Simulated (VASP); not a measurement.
# BiPbBrO2 (I4mm) in VASP: further runs

Runs on BiPbBrO2. Level: LDA. Tasks: single point.

All numbers are computed with VASP 6.6.1; they aren't measurements. Logs are shortened: lines on timing, memory, paths and dates and some standing lists are left out, and cuts for length are marked.

## (1) The cell of the first run

The structure is tetragonal, space group I4mm (No. 107). Conventional cell: a = 4.010 Å, b = 4.010 Å, c = 13.193 Å, α = 90.00°, β = 90.00°, γ = 90.00°. Bi (site symmetry 4mm) has 4 O at 2.29 Å within 3.0 Å. Within 3.2 Å of Pb (site symmetry 4mm) lie 4 O at 2.43 Å. Within 4.6 Å of Br (site symmetry 4mm) lie 5 Bi at 3.49 to 4.57 Å and 5 Pb at 3.52 to 4.51 Å and 8 O at 3.72 to 4.00 Å and 4 Br at 4.01 Å. O (site symmetry 2mm) has 2 Bi at 2.29 Å and 2 Pb at 2.43 Å and 4 O at 2.84 Å within 3.0 Å.

## (2) Single point, LDA

Contents of INCAR:

```
SYSTEM = BiPbBrO2
PREC = Accurate
ENCUT = 520
EDIFF = 1E-6
ISMEAR = 0
SIGMA = 0.05
LREAL = .FALSE.
LASPH = .TRUE.
NELM = 100
ALGO = Normal
ISIF = 2
LWAVE = .FALSE.
LCHARG = .TRUE.
LELF = .TRUE.
LVHAR = .TRUE.
NBANDS = 32
```

Contents of KPOINTS:

```
regular mesh
0
G
  10 10 10
  0 0 0
```

Contents of POSCAR:

```
BiPbBrO2
1.0
   -2.0049510000      2.0049510000      6.5965800000
    2.0049510000     -2.0049510000      6.5965800000
    2.0049510000      2.0049510000     -6.5965800000
Bi Pb Br O
1 1 1 2
Direct
    0.3404330000      0.3404330000      0.0000000000
    0.6521740000      0.6521740000      0.0000000000
    0.9940500000      0.9940500000      0.0000000000
    0.7566710000      0.2566710000      0.5000000000
    0.2566710000      0.7566710000      0.5000000000
```

Potentials or basis: VASP PAW LDA potentials, release 64 (Bi_d, Pb_d, Br, O).

Launch:

```
$ cat potpaw_LDA.64/Bi_d/POTCAR potpaw_LDA.64/Pb_d/POTCAR potpaw_LDA.64/Br/POTCAR potpaw_LDA.64/O/POTCAR > POTCAR
$ mpirun -np 1 vasp_std > vasp.out
```

OUTCAR:

```text
SYSTEM = BiPbBrO2
   PREC = Accurate
   ENCUT = 520
   EDIFF = 1E-6
   ISMEAR = 0
   LREAL = .FALSE.
   LASPH = .TRUE.
   NELM = 100
   ISIF = 2

 ion  position               nearest neighbor table
   1  0.340  0.340  0.000-   4 2.29   5 2.29   5 2.29   4 2.29   2 3.77   2 3.77   2 3.77   2 3.77

   2  0.652  0.652  0.000-   5 2.43   4 2.43   4 2.43   5 2.43   1 3.77   1 3.77   1 3.77   1 3.77

   3  0.994  0.994  0.000-
   4  0.757  0.257  0.500-   1 2.29   1 2.29   2 2.43   2 2.43
   5  0.257  0.757  0.500-   1 2.29   1 2.29   2 2.43   2 2.43

  LATTYP: Found a body centered tetragonal cell.
 ALAT       =     4.0099020000
 C/A-ratio  =     3.2901452454

  Lattice vectors:

 A1 = (  -2.0049510000,   2.0049510000,   6.5965800000)
 A2 = (   2.0049510000,  -2.0049510000,   6.5965800000)
 A3 = (   2.0049510000,   2.0049510000,  -6.5965800000)

Analysis of symmetry for initial positions (statically):
=====================================================================
 Subroutine PRICEL returns:
 Original cell was already a primitive cell.

 Routine SETGRP: Setting up the symmetry group for a
 body centered tetragonal supercell.

 Subroutine GETGRP returns: Found  8 space group operations
 (whereof  8 operations were pure point group operations)
 out of a pool of 16 trial point group operations.

The static configuration has the point symmetry C_4v.

Analysis of symmetry for dynamics (positions and initial velocities):
=====================================================================
 Subroutine PRICEL returns:
 Original cell was already a primitive cell.

 Routine SETGRP: Setting up the symmetry group for a
 body centered tetragonal supercell.

 Subroutine GETGRP returns: Found  8 space group operations
 (whereof  8 operations were pure point group operations)
 out of a pool of 16 trial point group operations.

The dynamic configuration has the point symmetry C_4v.

 Subroutine INISYM returns: Found  8 space group operations
 (whereof  8 operations are pure point group operations),
 and found     1 'primitive' translations

----------------------------------------------------------------------------------------

                                     Primitive cell

  volume of cell :     106.0685

  direct lattice vectors                    reciprocal lattice vectors
    -2.004951000  2.004951000  6.596580000     0.000000000  0.249382653  0.075796852
[... 93 lines left out ...]
   LREAL  =      F    real-space projection
   EDIFFG = 0.1E-04   stopping-criterion for IOM
   NSW    =      0    number of steps for IOM
   IBRION =     -1    ionic relax: 0-MD 1-quasi-New 2-CG
   NFREE  =      0    steps in history (QN), initial steepest desc. (CG)
   ISIF   =      2    stress and relaxation
   ISYM   =      2    0-nonsym 1-usesym 2-fastsym
   POTIM  = 0.5000    time-step for ionic-motion
   TEBEG  =    0.0;   TEEND  =   0.0 temperature during run
   PSTRESS=    0.0 pullay stress
   NELECT =      48.0000    total number of electrons
   NUPDOWN=      -1.0000    fix difference up-down
   EMIN   =  10.00;   EMAX   =-10.00  energy-range for DOS
   EFERMI =   0.00;   METHOD = LEGACY
   ISMEAR =     0;   SIGMA  =   0.05  broadening in eV -4-tet -1-fermi 0-gaus
   EFERMI_NEDOS =   21; number of points for ismear=-14 and -15
   IALGO  =     38    algorithm
   IMIX   =      4    mixing-type and parameters
     AMIX     =   0.40;   BMIX     =  1.00
     AMIX_MAG =   1.60;   BMIX_MAG =  1.00
  volume/ion in A,a.u.               =      21.21       143.16
  Fermi-wavevector in a.u.,A,eV,Ry     =   1.256878  2.375155 21.493699  1.579742
  Thomas-Fermi vector in A             =   2.390564
   LORBIT       =      0    0 simple, 1 ext, 2 COOP (PROOUT), +10 PAW based schemes
   GGA     = CA    functional components
   LHFCALC =     F    Hartree Fock is set to
   AEXX    =    0.0000 exact exchange contribution
   IVDW    =     0    specifies the selected vdW correction
   LEPSILON=     F    determine dielectric tensor
   LRPA    =     F    only Hartree local field effects (RPA)
 non-spin polarized calculation
 Gauss-broadening in eV      SIGMA  =   0.05
  energy-cutoff  :      520.00
  volume of cell :      106.07
 maximum number of plane-waves:      2896
 NGX is ok and might be reduce to    54
   NGX = 27   NGY = 27   NGZ = 27

 number of electron      48.0000006 magnetization

 Free energy of the ion-electron system (eV)
  ---------------------------------------------------
  ext. energy  EPLUGINS =         0.00000000
  ---------------------------------------------------
  free energy    TOTEN  =       -28.35732959 eV

  energy without entropy =      -28.35732959  energy(sigma->0) =      -28.35732959

 E-fermi :   4.0372     XC(G=0): -10.2151

 val. band max:        3.8218253995   @ k =  -0.3000   0.3000   0.3000
 cond. band min:       5.5022157126   @ k =   0.0000   0.0000   0.0000
 fundamental gap:      1.6803903131
 Fermi energy:         4.0371618856

 k-point     1 :       0.0000    0.0000    0.0000
  band No.  band energies     occupation
      1     -18.3514      2.00000
      2     -18.2574      2.00000
      3     -18.2408      2.00000
      4     -18.2408      2.00000
      5     -18.1599      2.00000
      6     -13.9154      2.00000
[... 829 lines left out ...]
     31      12.1098      0.00000
     32      13.5111      0.00000

 [... further k-points ...]

------------------------ aborting loop because EDIFF is reached ----------------------------------------

  FORCE on cell =-STRESS in cart. coord.  units (eV):
  Direction    XX          YY          ZZ          XY          YZ          ZX
  --------------------------------------------------------------------------------------
  -------------------------------------------------------------------------------------
  Total       -4.0575409     -4.0575409     -3.5881793      0.0000000      0.0000000      0.0000000
  in kB      -61.2896493    -61.2896493    -54.1998848      0.0000000      0.0000000      0.0000000
  external PRESSURE =     -58.9263945 kB  Pullay stress =       0.0000000 kB

 VOLUME and BASIS-vectors are now :
 -----------------------------------------------------------------------------
  energy-cutoff  :      520.00
  volume of cell :      106.07
      direct lattice vectors                 reciprocal lattice vectors
    -2.004951000  2.004951000  6.596580000     0.000000000  0.249382653  0.075796852
     2.004951000 -2.004951000  6.596580000     0.249382653  0.000000000  0.075796852
     2.004951000  2.004951000 -6.596580000     0.249382653  0.249382653  0.000000000

 POSITION                                       TOTAL-FORCE (eV/Angst)
 -----------------------------------------------------------------------------------
      0.00000      0.00000      4.49139         0.000000      0.000000     -0.591112
      0.00000      0.00000      8.60424        -0.000000     -0.000000      0.630069
      0.00000      0.00000     13.11466         0.000000      0.000000     -0.090199
      0.00000      2.00495      3.38630         0.000000     -0.000000      0.025621
      2.00495      0.00000      3.38630        -0.000000      0.000000      0.025621
 -----------------------------------------------------------------------------------
    total drift:                               -0.000001     -0.000001      0.002052

  FREE ENERGIE OF THE ION-ELECTRON SYSTEM (eV)
  ---------------------------------------------------
  free  energy   TOTEN  =       -28.3573295933 eV

  energy  without entropy=      -28.3573295933  energy(sigma->0) =      -28.35732959
```

stdout:

```text
POSCAR found type information on POSCAR BiPbBrO
 POSCAR found :  4 types and       5 ions
 scaLAPACK will be used
 LDA part: xc-table for (Slater(with rela. corr.)+CA(PZ))
 , standard interpolation
 POSCAR, INCAR and KPOINTS ok, starting setup
 FFT: planning ... GRIDC
 FFT: planning ... GRID_SOFT
 FFT: planning ... GRID
 WAVECAR not read
 entering main loop
```

It took 12 min on 1 thread of Intel Xeon Platinum 8559C (Emerald Rapids), shared host; peak memory 0.58 GiB.

What came out:

| Item | Value |
| --- | --- |
| Free energy | -28.3573 eV |
| Pressure | -5.9 GPa |
| Largest force | 0.630 eV/Å |
| Band gap on the k mesh | 1.68 eV, indirect (least direct gap 1.98 eV) |

Forces in eV/Å, atoms in the order of the input:
```
Bi   0.000  0.000 -0.591
Pb   0.000  0.000  0.630
Br   0.000  0.000 -0.090
O    0.000  0.000  0.026
O    0.000  0.000  0.026
```

Stress tensor (GPa, compression positive):
```
-6.13  0.00  0.00
 0.00 -6.13  0.00
 0.00  0.00 -5.42
```

Caveat: spin-orbit coupling is left out, which moves the levels of the heavy elements. A k mesh can miss the band edges.

## (3) Single point, LDA

Contents of INCAR:

```
SYSTEM = BiPbBrO2
PREC = Accurate
ENCUT = 520
EDIFF = 1E-6
ISMEAR = 0
SIGMA = 0.05
LREAL = .False.
LASPH = .True.
NELM = 100
ALGO = Normal
ISIF = 2
LWAVE = .False.
LCHARG = .True.
GGA = CA
LELF = .True.
LVHAR = .True.
NBANDS = 32
```

Contents of KPOINTS:

```
Automatic mesh
0
Gamma
  10 10 10
  0 0 0
```

POSCAR is that of step 2.

Potentials or basis: VASP PAW LDA potentials, release 64 (Bi_d, Pb_d, Br, O).

Launch:

```
$ cat potpaw_LDA.64/Bi_d/POTCAR potpaw_LDA.64/Pb_d/POTCAR potpaw_LDA.64/Br/POTCAR potpaw_LDA.64/O/POTCAR > POTCAR
$ mpirun -np 1 vasp_std > vasp.out
```

Run time: 13 min. Hardware: 1 thread of Intel Xeon Platinum 8559C (Emerald Rapids), shared host; peak memory 0.58 GiB.

Results (log left out):

```yaml
Free_energy: -28.3573 eV
Pressure: -5.9 GPa
Largest_force: 0.630 eV/Å
Band_gap_on_the_k_mesh: 1.68 eV, indirect (least direct gap 1.98 eV)
```

Forces on the atoms (eV/Å):
```
Bi   0.000  0.000 -0.591
Pb   0.000  0.000  0.630
Br   0.000  0.000 -0.090
O    0.000  0.000  0.026
O    0.000  0.000  0.026
```

Stress tensor (GPa, compression positive):
```
-6.13  0.00  0.00
 0.00 -6.13  0.00
 0.00  0.00 -5.42
```

Levels at points of the mesh, in eV from the valence-band top:
```
           k point  band 22  band 23  band 24  band 25  band 26  band 27
(0.00, 0.00, 0.00)    -1.02    -1.02    -0.30     1.68     4.57     5.25
(0.50, 0.00, 0.00)    -1.01    -0.76    -0.10     3.39     4.45     5.18
(0.50, 0.50, 0.00)    -1.16    -1.01    -0.42     2.38     3.91     4.63
(0.50, 0.50, 0.50)    -0.94    -0.94    -0.51     1.81     4.25     4.56
```

Caveat: spin-orbit coupling is left out, which moves the levels of the heavy elements.
